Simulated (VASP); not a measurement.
Crystal: NiO.

```
CELL_PARAMETERS angstrom
0.00000 2.05771 2.05771
2.05771 0.00000 2.05771
2.05771 2.05771 0.00000
ATOMIC_POSITIONS crystal
Ni 0.00000 0.00000 0.00000
O 0.50000 0.50000 0.50000
```

Base run:

| Quantity | Value |
| --- | --- |
| Program | VASP 6.6.1 |
| Functional | PBEsol |
| Dispersion | D3(BJ) |
| Potentials or basis | VASP PAW PBE potentials, release 64 (Ni, O) |
| Cutoff | 520 eV |
| k mesh | 11 × 11 × 11 |
| Occupations | fermi-dirac, width 0.05 eV |
| Spin | collinear spin, ferromagnetic start |
| Starting moments | [1.0, 0.0] μB |

Its results: pressure -1.8 GPa; net moment 1.24 μB per cell; site moments Ni +1.03; O +0.17 μB.

After a change of settings the same cell gave: pressure 16.9 GPa; net moment 1.48 μB per cell; site moments Ni +1.22; O +0.22 μB. Which change was it?
A. functional from PBEsol to PBE exchange alone; dispersion from D3(BJ) to none
B. functional from PBEsol to b88 exchange, pbe correlation; dispersion from D3(BJ) to none; cutoff from 520 eV to 600 eV
C. functional from PBEsol to BLYP
D. functional from PBEsol to RPBE; dispersion from D3(BJ) to none

C.

BLYP binds less tightly than PBEsol, so the same cell stands under more pressure.

Caveats: the PAW data sets were made with another functional, which shifts forces and pressure a little; a cell with one magnetic atom can't hold antiferromagnetic order, which such compounds often take; the cell stands under pressure (at least some runs).
